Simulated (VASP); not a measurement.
# Si2Mo (I4/mmm) in VASP: notebook, part 2 of 2

VASP 6.6.1. The steps go on from the part before.

### 3 Single point, r2SCAN+rVV10

This run uses another cell than the first one, of 13.30 Å³/atom, 0.979 times its volume.

POSCAR

```
Si2Mo
1.0
   -1.5983352566      1.5983352566      3.9046306365
    1.5983352566     -1.5983352566      3.9046306365
    1.5983352566      1.5983352566     -3.9046306365
Si Mo
2 1
Direct
    0.3352889557      0.3352889557      0.0000000000
    0.6647110443      0.6647110443      0.0000000000
    0.0000000000      0.0000000000      0.0000000000
```

INCAR.step1

```
SYSTEM = Si2Mo
ALGO = Normal ; EDIFF = 1E-4
ENCUT = 520 ; GGA = PE
ISMEAR = -1 ; LASPH = .True.
LCHARG = .False. ; LREAL = .False.
LWAVE = .True. ; NBANDS = 18
NELM = 100 ; PREC = Accurate
SIGMA = 0.05
```

INCAR.step2

```
SYSTEM = Si2Mo
ALGO = Normal ; BPARAM = 11.95
CPARAM = 0.0093 ; EDIFF = 1E-6
ENCUT = 520 ; ISIF = 2
ISMEAR = -1 ; ISTART = 1
IVDW_NL = 2 ; LASPH = .True.
LCHARG = .False. ; LMIXTAU = .True.
LREAL = .False. ; LUSE_VDW = .True.
LWAVE = .False. ; METAGGA = R2SCAN
NBANDS = 18 ; NELM = 100
PREC = Accurate ; SIGMA = 0.05
```

KPOINTS

```
k-points
0
Gamma
  11 11 11
  0 0 0
```

Potentials or basis: VASP PAW PBE potentials, release 64 (Si, Mo_sv).

Started as:

```sh
$ cat potpaw_PBE.64/Si/POTCAR potpaw_PBE.64/Mo_sv/POTCAR > POTCAR
$ cp INCAR.step1 INCAR
$ mpirun -np 1 vasp_std > vasp.out
$ cp INCAR.step2 INCAR
$ mpirun -np 1 vasp_std > vasp.out
```

OUTCAR:

```text
SYSTEM = Si2Mo
   BPARAM = 11.95
   EDIFF = 1E-6
   ENCUT = 520
   ISIF = 2
   ISMEAR = -1
   ISTART = 1
   IVDW_NL = 2
   LASPH = .True.
   LREAL = .False.
   METAGGA = R2SCAN
   NELM = 100
   PREC = Accurate

 ion  position               nearest neighbor table
   1  0.335  0.335  0.000-   2 2.57   3 2.60   3 2.60   3 2.60   3 2.60   3 2.62   2 2.62   2 2.62
                             2 2.62   2 2.62
   2  0.665  0.665  0.000-   1 2.57   3 2.60   3 2.60   3 2.60   3 2.60   3 2.62   1 2.62   1 2.62
                             1 2.62   1 2.62
   3  0.000  0.000  0.000-   2 2.60   2 2.60   2 2.60   1 2.60   2 2.60   1 2.60   1 2.60   1 2.60
                             1 2.62   2 2.62

  LATTYP: Found a body centered tetragonal cell.
 ALAT       =     3.1966705132
 C/A-ratio  =     2.4429359362

  Lattice vectors:

 A1 = (  -1.5983352566,   1.5983352566,   3.9046306365)
 A2 = (   1.5983352566,  -1.5983352566,   3.9046306365)
 A3 = (   1.5983352566,   1.5983352566,  -3.9046306365)

Analysis of symmetry for initial positions (statically):
=====================================================================
 Subroutine PRICEL returns:
 Original cell was already a primitive cell.

 Routine SETGRP: Setting up the symmetry group for a
 body centered tetragonal supercell.

 Subroutine GETGRP returns: Found 16 space group operations
 (whereof 16 operations were pure point group operations)
 out of a pool of 16 trial point group operations.

The static configuration has the point symmetry D_4h.

Analysis of symmetry for dynamics (positions and initial velocities):
=====================================================================
 Subroutine PRICEL returns:
 Original cell was already a primitive cell.

 Routine SETGRP: Setting up the symmetry group for a
 body centered tetragonal supercell.

 Subroutine GETGRP returns: Found 16 space group operations
 (whereof 16 operations were pure point group operations)
 out of a pool of 16 trial point group operations.

The dynamic configuration has the point symmetry D_4h.

 Subroutine INISYM returns: Found 16 space group operations
 (whereof 16 operations are pure point group operations),
 and found     1 'primitive' translations

----------------------------------------------------------------------------------------

                                     Primitive cell

  volume of cell :      39.9003

  direct lattice vectors                    reciprocal lattice vectors
    -1.598335257  1.598335257  3.904630636     0.000000000  0.312825484  0.128053085
     1.598335257 -1.598335257  3.904630636     0.312825484  0.000000000  0.128053085
     1.598335257  1.598335257 -3.904630636     0.312825484  0.312825484  0.000000000

  length of vectors
     4.511706062  4.511706062  4.511706062     0.338019786  0.338019786  0.442402042

  position of ions in fractional coordinates (direct lattice)
     0.335288956  0.335288956  0.000000000
     0.664711044  0.664711044  0.000000000
     0.000000000  0.000000000  0.000000000

  ion indices of the primitive-cell ions
   primitive index   ion index
                 1           1
                 2           2
                 3           3

[... 28 lines left out ...]
  0.000000  0.000000  0.000000      1.000000
  0.090909  0.000000  0.000000      8.000000
  0.181818  0.000000  0.000000      8.000000
  0.272727  0.000000  0.000000      8.000000
  0.363636  0.000000  0.000000      8.000000
  0.454545  0.000000  0.000000      8.000000
[... 16 lines left out ...]
 -0.272727  0.181818  0.000000     16.000000
 -0.181818  0.181818  0.000000      4.000000
 [... further k-points ...]
   k-points           NKPTS =    126   k-points in BZ     NKDIM =    126   number of bands    NBANDS=     18
   number of dos      NEDOS =    301   number of ions     NIONS =      3
   total plane-waves  NPLWV =  46656
   dimension x,y,z NGX =    36 NGY =   36 NGZ =   36
   dimension x,y,z NGXF=    72 NGYF=   72 NGZF=   72
   ions per type =               2   1
   NGX,Y,Z   is equivalent  to a cutoff of  13.27, 13.27, 13.27 a.u.
   NGXF,Y,Z  is equivalent  to a cutoff of  26.53, 26.53, 26.53 a.u.
 SYSTEM =  Si2Mo
   PREC   = accura    normal or accurate (medium, high low for compatibility)
   ISTART =      1    job   : 0-new  1-cont  2-samecut
   ICHARG =      0    charge: 1-file 2-atom 10-const
   ISPIN  =      1    spin polarized calculation?
   LNONCOLLINEAR =      F non collinear calculations
   LSORBIT =      F    spin-orbit coupling
   LASPH  =      T    aspherical Exc in radial PAW
   ENCUT  =  520.0 eV  38.22 Ry    6.18 a.u.   8.39  8.39  8.39*2*pi/ulx,y,z
   NELM   =    100;   NELMIN=  2; NELMDL=  0     # of ELM steps
   EDIFF  = 0.1E-05   stopping-criterion for ELM
   LREAL  =      F    real-space projection
   EDIFFG = 0.1E-04   stopping-criterion for IOM
   NSW    =      0    number of steps for IOM
   IBRION =     -1    ionic relax: 0-MD 1-quasi-New 2-CG
   NFREE  =      0    steps in history (QN), initial steepest desc. (CG)
   ISIF   =      2    stress and relaxation
   ISYM   =      2    0-nonsym 1-usesym 2-fastsym
   POTIM  = 0.5000    time-step for ionic-motion
   TEBEG  =    0.0;   TEEND  =   0.0 temperature during run
   PSTRESS=    0.0 pullay stress
   NELECT =      22.0000    total number of electrons
   NUPDOWN=      -1.0000    fix difference up-down
   EMIN   =  10.00;   EMAX   =-10.00  energy-range for DOS
   EFERMI =   0.00;   METHOD = LEGACY
   ISMEAR =    -1;   SIGMA  =   0.05  broadening in eV -4-tet -1-fermi 0-gaus
   EFERMI_NEDOS =   21; number of points for ismear=-14 and -15
   IALGO  =     38    algorithm
   IMIX   =      4    mixing-type and parameters
     AMIX     =   0.40;   BMIX     =  1.00
     AMIX_MAG =   1.60;   BMIX_MAG =  1.00
  volume/ion in A,a.u.               =      13.30        89.75
  Fermi-wavevector in a.u.,A,eV,Ry     =   1.342426  2.536818 24.519177  1.802109
  Thomas-Fermi vector in A             =   2.470581
   LORBIT       =      0    0 simple, 1 ext, 2 COOP (PROOUT), +10 PAW based schemes
   METAGGA = R2SCAN    functional components
   LHFCALC =     F    Hartree Fock is set to
   AEXX    =    0.0000 exact exchange contribution
   IVDW_NL    =     2    kernel type
   BPARAM     =11.9500
   IVDW    =     0    specifies the selected vdW correction
   LEPSILON=     F    determine dielectric tensor
   LRPA    =     F    only Hartree local field effects (RPA)
 non-spin polarized calculation
  energy-cutoff  :      520.00
  volume of cell :       39.90
 maximum number of plane-waves:      1095
 NGX is ok and might be reduce to    36
   NGX = 17   NGY = 17   NGZ = 17

 number of electron      22.0000000 magnetization

 Free energy of the ion-electron system (eV)
  ---------------------------------------------------
  ext. energy  EPLUGINS =         0.00000000
  ---------------------------------------------------
  free energy    TOTEN  =       -44.72698816 eV

  energy without entropy =      -44.72473907  energy(sigma->0) =      -44.72586361

 E-fermi :  12.3233     XC(G=0): -13.4403

 val. band max:       12.2903408966   @ k =  -0.1818  -0.2727   0.1818
 cond. band min:      12.3379582951   @ k =  -0.4545   0.4545   0.3636
 fundamental gap:      0.0476173985
 Fermi energy:        12.3232877373

 k-point     1 :       0.0000    0.0000    0.0000
  band No.  band energies     occupation
      1     -50.2329      2.00000
      2     -23.6801      2.00000
      3     -23.5868      2.00000
      4     -23.5868      2.00000
      5      -1.8746      2.00000
      6       5.5479      2.00000
[... 481 lines left out ...]
      5      -0.8189      2.00000
      6       6.3150      2.00000
[... 10 lines left out ...]
     17      20.1282      0.00000
     18      20.3793      0.00000

 [... further k-points ...]

------------------------ aborting loop because EDIFF is reached ----------------------------------------

  FORCE on cell =-STRESS in cart. coord.  units (eV):
  Direction    XX          YY          ZZ          XY          YZ          ZX
  --------------------------------------------------------------------------------------
  -------------------------------------------------------------------------------------
  Total        0.1456406      0.1456406      0.1358957      0.0000000      0.0000000      0.0000000
  in kB        5.8481340      5.8481340      5.4568311      0.0000000      0.0000000      0.0000000
  external PRESSURE =       5.7176997 kB  Pullay stress =       0.0000000 kB

 VOLUME and BASIS-vectors are now :
 -----------------------------------------------------------------------------
  energy-cutoff  :      520.00
  volume of cell :       39.90
      direct lattice vectors                 reciprocal lattice vectors
    -1.598335257  1.598335257  3.904630636     0.000000000  0.312825484  0.128053085
     1.598335257 -1.598335257  3.904630636     0.312825484  0.000000000  0.128053085
     1.598335257  1.598335257 -3.904630636     0.312825484  0.312825484  0.000000000

 POSITION                                       TOTAL-FORCE (eV/Angst)
 -----------------------------------------------------------------------------------
      0.00000      0.00000      2.61836         0.000000      0.000000     -0.009803
      0.00000      0.00000      5.19090         0.000000      0.000000      0.009803
      0.00000      0.00000      0.00000        -0.000000     -0.000000     -0.000000
 -----------------------------------------------------------------------------------
    total drift:                                0.000000      0.000000     -0.000000

  FREE ENERGIE OF THE ION-ELECTRON SYSTEM (eV)
  ---------------------------------------------------
  free  energy   TOTEN  =       -44.7269881573 eV

  energy  without entropy=      -44.7247390715  energy(sigma->0) =      -44.72586361
```

Run time: 6.8 min. Hardware: 1 thread of Intel Xeon Platinum 8375C at 2.90GHz (Ice Lake), shared host; peak memory 0.44 GiB.

Results:

* Free energy: -44.7270 eV
* Pressure: 0.6 GPa
* Largest force: 0.010 eV/Å
* Band gap on the k mesh: zero (band 11 reaches 12.84 eV, above the bottom of band 12 at 11.96 eV)

Forces in eV/Å, atoms in the order of the input:
```
Si   0.000  0.000 -0.010
Si   0.000  0.000  0.010
Mo   0.000  0.000  0.000
```

Levels at points of the mesh, in eV from the Fermi level:
| k point | band 7 | band 8 | band 9 | band 10 | band 11 | band 12 | band 13 | band 14 | band 15 | band 16 |
| --- | --- | --- | --- | --- | --- | --- | --- | --- | --- | --- |
| (0.00, 0.00, 0.00) | -3.42 | -3.11 | -2.78 | -2.78 | 0.40 | 3.42 | 3.54 | 3.72 | 3.72 | 4.50 |

Caveat: the PAW data sets were made with another functional, which shifts forces and pressure a little.

### 4 Relaxation of cell and atoms, PBE+D3(BJ)

This run uses another cell than the first one, of 13.42 Å³/atom, 0.988 times its volume.

INCAR

```
SYSTEM = Si2Mo
PREC     = Accurate       ! precision mode
ENCUT    = 600            ! plane-wave cutoff, eV
EDIFF    = 1E-7           ! SCF threshold, eV
ISMEAR   = -1             ! smearing method
SIGMA    = 0.05           ! smearing width, eV
LREAL    = .False.        ! projectors in reciprocal space
LASPH    = .True.         ! aspherical terms in the spheres
NELM     = 60             ! most SCF steps
ALGO     = Normal         ! electronic algorithm
ISIF     = 3              ! what is computed and relaxed
LWAVE    = .False.        ! write WAVECAR
LCHARG   = .False.        ! write CHGCAR
GGA      = PE             ! functional
IVDW     = 12             ! dispersion correction
IBRION   = 2              ! ionic algorithm
NSW      = 80             ! ionic steps
EDIFFG   = -0.05          ! ionic threshold
```

KPOINTS

```
Automatic mesh
0
Gamma
  11 11 11
  0 0 0
```

POSCAR

```
Si2Mo
1.0
   -1.6000000000      1.6000000000      3.9305000000
    1.6000000000     -1.6000000000      3.9305000000
    1.6000000000      1.6000000000     -3.9305000000
Si Mo
2 1
Direct
    0.3330000000      0.3330000000      0.0000000000
    0.6670000000      0.6670000000      0.0000000000
    0.0000000000      0.0000000000      0.0000000000
```

Started as:

```sh
$ cat potpaw_PBE.64/Si/POTCAR potpaw_PBE.64/Mo_sv/POTCAR > POTCAR
$ mpirun -np 1 vasp_std > vasp.out
```

It took 11 min on 1 thread of Intel Xeon 8259CL, shared host; peak memory 0.29 GiB.

The run converged. Its results:

| Property | Result |
| --- | --- |
| Free energy | -24.9979 eV |
| Relaxed volume | 13.13 Å³/atom |
| Relaxed cell | a = 4.500 Å, b = 4.500 Å, c = 4.500 Å, α = 138.63°, β = 138.63°, γ = 59.93° |
| Space group after relaxing (to 0.05 Å) | I4/mmm (No. 139) |
| Energy gained by relaxing | 5.5 meV/atom |
| Ionic steps | 5 |
| Pressure after relaxing | 0.1 GPa |
| Largest force after relaxing | 0.017 eV/Å |
| Band gap on the k mesh | zero (band 11 reaches 13.10 eV, above the bottom of band 12 at 12.19 eV) |
| Dispersion energy per atom | -0.589 eV |

Forces in eV/Å, atoms in the order of the input:
```
Si   0.000  0.000  0.017
Si   0.000  0.000 -0.017
Mo   0.000  0.000  0.000
```

Stress tensor (GPa, compression positive):
```
0.15 0.00 0.00
0.00 0.15 0.00
0.00 0.00 0.07
```

Step by step:
```tsv
step	energy change (eV)	largest force (eV/Å)	pressure (GPa)	volume (Å³)
1	0.0000	0.2742	-4.75	40.25
2	0.0240	0.1034	9.17	37.97
3	-0.0153	0.1434	0.20	39.35
4	-0.0153	0.1406	0.31	39.33
5	-0.0164	0.0169	0.13	39.38
```

Final structure:
```
Si Mo
1.0
    -1.58924    1.58924    3.89817
     1.58924   -1.58924    3.89817
     1.58924    1.58924   -3.89817
Si Mo
2 1
Direct
  0.33447 0.33447 0.00000
  0.66553 0.66553 0.00000
  0.00000 0.00000 0.00000
```

Levels at points of the mesh, in eV from the Fermi level:
```csv
k point,band 7,band 8,band 9,band 10,band 11,band 12,band 13,band 14,band 15
"(0.00, 0.00, 0.00)",-3.37,-3.11,-2.66,-2.66,0.42,3.13,3.30,3.65,3.65
```

Caveat: pairwise dispersion overbinds metals, which lowers pressure and volume; the relaxation stopped at a loose force limit of 0.05 eV/Å, so its end isn't a converged minimum.

### 5 Relaxation of cell and atoms, PBE

This run uses another cell than the first one, of 13.42 Å³/atom, 0.988 times its volume.

INCAR

```
SYSTEM = Si2Mo
  PREC = Accurate
  ENCUT = 600
  EDIFF = 1E-6
  ISMEAR = -1
  SIGMA = 0.05
  LREAL = .FALSE.
  LASPH = .TRUE.
  NELM = 60
  ALGO = Normal
  ISIF = 3
  LWAVE = .FALSE.
  LCHARG = .FALSE.
  GGA = PE
  IBRION = 2
  NSW = 80
  EDIFFG = -0.05
```

KPOINTS

```
Automatic mesh
0
G
  11 11 11
  0 0 0
```

POSCAR is that of step 4.

Started as:

```sh
$ cat potpaw_PBE.64/Si/POTCAR potpaw_PBE.64/Mo_sv/POTCAR > POTCAR
$ mpirun -np 1 vasp_std > vasp.out
```

Wall time 8.3 min (1 thread of Intel Xeon 8259CL, shared host); peak memory 0.27 GiB.

It converged, with:

| Property | Result |
| --- | --- |
| Free energy | -23.2615 eV |
| Relaxed volume | 13.58 Å³/atom |
| Relaxed cell | a = 4.543 Å, b = 4.543 Å, c = 4.543 Å, α = 138.50°, β = 138.50°, γ = 60.14° |
| Space group after relaxing (to 0.05 Å) | I4/mmm (No. 139) |
| Energy gained by relaxing | 2.8 meV/atom |
| Ionic steps | 4 |
| Pressure after relaxing | 0.1 GPa |
| Largest force after relaxing | 0.008 eV/Å |
| Band gap on the k mesh | zero (band 11 reaches 12.52 eV, above the bottom of band 12 at 11.68 eV) |

Forces in eV/Å, atoms in the order of the input:
```
Si   0.000  0.000 -0.008
Si   0.000  0.000  0.008
Mo   0.000  0.000  0.000
```

Stress tensor (GPa, compression positive):
```
-0.12  0.00  0.00
 0.00 -0.12  0.00
 0.00  0.00  0.58
```

Step by step:
```
step  energy change (eV)  largest force (eV/Å)  pressure (GPa)  volume (Å³)
   1              0.0000                0.2716            2.38        40.25
   2             -0.0016                0.0957           -3.23        41.42
   3             -0.0066                0.1755           -0.70        40.86
   4             -0.0085                0.0082            0.11        40.75
```

Final structure:
```yaml
crystal:
  lattice:
    - [-1.60971, 1.60971, 3.93150]
    - [1.60971, -1.60971, 3.93150]
    - [1.60971, 1.60971, -3.93150]
  atoms:
    - { symbol: Si, position: [0.33515, 0.33515, 0.00000] }
    - { symbol: Si, position: [0.66485, 0.66485, 0.00000] }
    - { symbol: Mo, position: [0.00000, 0.00000, 0.00000] }
```

Levels at points of the mesh, in eV from the Fermi level:
| k point | band 9 | band 10 | band 11 | band 12 | band 13 | band 14 |
| --- | --- | --- | --- | --- | --- | --- |
| (0.00, 0.00, 0.00) | -2.55 | -2.55 | 0.39 | 3.10 | 3.29 | 3.49 |

Caveat: the relaxation stopped at a loose force limit of 0.05 eV/Å, so its end isn't a converged minimum.

### 6 Relaxation of cell and atoms, PBEsol

This run uses another cell than the first one, of 13.42 Å³/atom, 0.988 times its volume.

INCAR

```
PREC = Accurate
ENCUT = 600
EDIFF = 1E-6
ISMEAR = -1
SIGMA = 0.05
LREAL = False
LASPH = True
NELM = 100
ALGO = Normal
ISIF = 3
LWAVE = False
LCHARG = False
GGA = PS
IBRION = 2
NSW = 80
EDIFFG = -0.05
```

KPOINTS

```
Automatic mesh
0
Gamma
  11 11 11
```

POSCAR is that of step 5.

Potentials or basis: VASP PAW PBE potentials, release 64 (Si, Mo_sv).

Started as:

```sh
$ cat potpaw_PBE.64/Si/POTCAR potpaw_PBE.64/Mo_sv/POTCAR > POTCAR
$ mpirun -np 1 vasp_std > vasp.out
```

Wall time 7.7 min (1 thread of Intel Xeon 8259CL, shared host); peak memory 0.27 GiB.

Results (log left out):

```yaml
Free_energy: -25.0796 eV
Relaxed_volume: 13.29 Å³/atom
Relaxed_cell: a = 4.516 Å, b = 4.516 Å, c = 4.516 Å, α = 138.60°, β = 138.60°, γ = 59.99°
Space_group_after_relaxing_to_0.05_Å: I4/mmm (No. 139)
Energy_gained_by_relaxing: 2.8 meV/atom
Ionic_steps: 4
Pressure_after_relaxing: 0.0 GPa
Band_gap_on_the_k_mesh: zero (band 11 reaches 12.81 eV, above the bottom of band 12 at 11.93 eV)
```

Stress tensor (GPa, compression positive):
```
-0.03  0.00  0.00
 0.00 -0.03  0.00
 0.00  0.00  0.14
```

The path:
```csv
step,energy change (eV),largest force (eV/Å),pressure (GPa),volume (Å³)
1,0.0000,0.3178,-2.40,40.25
2,0.0028,0.0312,4.59,39.09
3,-0.0066,0.1670,0.69,39.71
4,-0.0084,0.0011,0.03,39.86
```

Final structure:
```xyz
3
Lattice="-1.5962 1.5962 3.9108 1.5962 -1.5962 3.9108 1.5962 1.5962 -3.9108" Properties=species:S:1:pos:R:3 pbc="T T T"
Si    0.0000    0.0000    2.6206
Si    0.0000    0.0000    5.2009
Mo    0.0000    0.0000    0.0000
```

Levels at points of the mesh, in eV from the Fermi level:
| k point | band 7 | band 8 | band 9 | band 10 | band 11 | band 12 | band 13 | band 14 | band 15 |
| --- | --- | --- | --- | --- | --- | --- | --- | --- | --- |
| (0.00, 0.00, 0.00) | -3.35 | -3.10 | -2.61 | -2.61 | 0.41 | 3.17 | 3.25 | 3.58 | 3.58 |

Caveat: the PAW data sets were made with another functional, which shifts forces and pressure a little; the relaxation stopped at a loose force limit of 0.05 eV/Å, so its end isn't a converged minimum.

### 7 Summary

```tsv
task	level	cell	cutoff (eV)	gap on the mesh (eV)	pressure (GPa)	relaxed volume (Å³/atom)	largest force (eV/Å)
single point	PBE	a = 4.546 Å, angles 138.6, 138.6, 60.1°, 3 atoms	520	none	0.2	-	-
single point	r2SCAN+rVV10	a = 4.512 Å, angles 138.5, 138.5, 60.1°, 3 atoms	520	none	0.6	-	0.01
relaxation of cell and atoms	PBE+D3(BJ)	relaxed from a = 4.535 Å, angles 138.7, 138.7, 59.9°, 3 atoms	600	none	0.1	13.13	0.02
relaxation of cell and atoms	PBE	relaxed from a = 4.535 Å, angles 138.7, 138.7, 59.9°, 3 atoms	600	none	0.1	13.58	0.01
relaxation of cell and atoms	PBEsol	relaxed from a = 4.535 Å, angles 138.7, 138.7, 59.9°, 3 atoms	600	none	0.0	13.29	-
```

Alike in all rows: potentials or basis VASP PAW PBE potentials, release 64 (Si, Mo_sv); no spin polarisation; k mesh 11 × 11 × 11; smearing fermi-dirac 0.05 eV.

Caveats: the relaxation stopped at a loose force limit of 0.05 eV/Å, so its end isn't a converged minimum (some runs); the PAW data sets were made with another functional, which shifts forces and pressure a little (some runs); pairwise dispersion overbinds metals, which lowers pressure and volume (some runs).

Absolute energies hang on the potentials; compare differences alone.
